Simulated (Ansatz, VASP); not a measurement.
# Sc3W: VASP beside Ansatz

File INCAR:

```
PREC = Accurate
ENCUT = 500
EDIFF = 1E-7
ISMEAR = 0
SIGMA = 0.1
LREAL = F
LASPH = T
NELM = 120
ALGO = Normal
ISIF = 3
LWAVE = F
LCHARG = F
GGA = PE
IBRION = 2
NSW = 90
EDIFFG = -0.04
GGA_COMPAT = F
NELMIN = 4
```

Contents of KPOINTS:

```
regular mesh
0
Gamma
  4 4 4
```

File POSCAR:

```
Sc3W
1.0
    5.3514303413      0.0000000000      0.0000000000
    0.0000000000      5.3514303413      0.0000000000
    0.0000000000      0.0000000000      5.3514303413
Sc W
6 2
Direct
    0.0000000000      0.5000000000      0.2500000000
    0.0000000000      0.5000000000      0.7500000000
    0.2500000000      0.0000000000      0.5000000000
    0.7500000000      0.0000000000      0.5000000000
    0.5000000000      0.7500000000      0.0000000000
    0.5000000000      0.2500000000      0.0000000000
    0.0000000000      0.0000000000      0.0000000000
    0.5000000000      0.5000000000      0.5000000000
```

Input for Ansatz:

```yaml
crystal:
  lattice:
    - [5.3514303413, 0.0, 0.0]
    - [0.0, 5.3514303413, 0.0]
    - [0.0, 0.0, 5.3514303413]
  atoms:
    - { symbol: Sc, position: [0.0, 0.5, 0.25] }
    - { symbol: Sc, position: [0.0, 0.5, 0.75] }
    - { symbol: Sc, position: [0.25, 0.0, 0.5] }
    - { symbol: Sc, position: [0.75, 0.0, 0.5] }
    - { symbol: Sc, position: [0.5, 0.75, 0.0] }
    - { symbol: Sc, position: [0.5, 0.25, 0.0] }
    - { symbol: W, position: [0.0, 0.0, 0.0] }
    - { symbol: W, position: [0.5, 0.5, 0.5] }
basis:
  ecutwfc: 420
kpoints:
  mp_grid: { grid: [4, 4, 4] }
hamiltonian:
  xc: pbe
scf:
  occupations: { method: gaussian, width: 0.1 }
  lower_state_search: "off"
output:
  forces: true
  stress: true
  eigenvalues: true
relax:
  adjacent_minimum: "off"
  f_tol: 0.04
  max_steps: 70
  cell: { stress_tol: 0.4 }
```

Alike in both runs: task relaxation of cell and atoms; functional PBE; k mesh 4 × 4 × 4; occupations gaussian, width 0.1 eV; no spin polarisation.

|  | VASP | Ansatz |
| --- | --- | --- |
| version | VASP 6.6.1 | Ansatz 0.2.0 |
| potentials or method | VASP PAW PBE potentials, release 64 (Sc_sv, W_sv), cutoff 500 eV | scalar-relativistic, plane waves, PAW |
| valence electrons in the cell | 94 | 94 |

|  | VASP | Ansatz | Ansatz less VASP |
| --- | --- | --- | --- |
| gap on the k mesh at the Fermi level, each at its own relaxed structure (eV) | none | none | - |
| relaxed volume (Å³/atom) | 21.08 | 21.04 | -0.040 |
| relaxed cell length with the largest relative difference (Å) | 5.525 | 5.521 | -0.0035 |

A gap of «none» marks a metal or a gap that the smearing closes.

Spin-orbit coupling is off throughout.
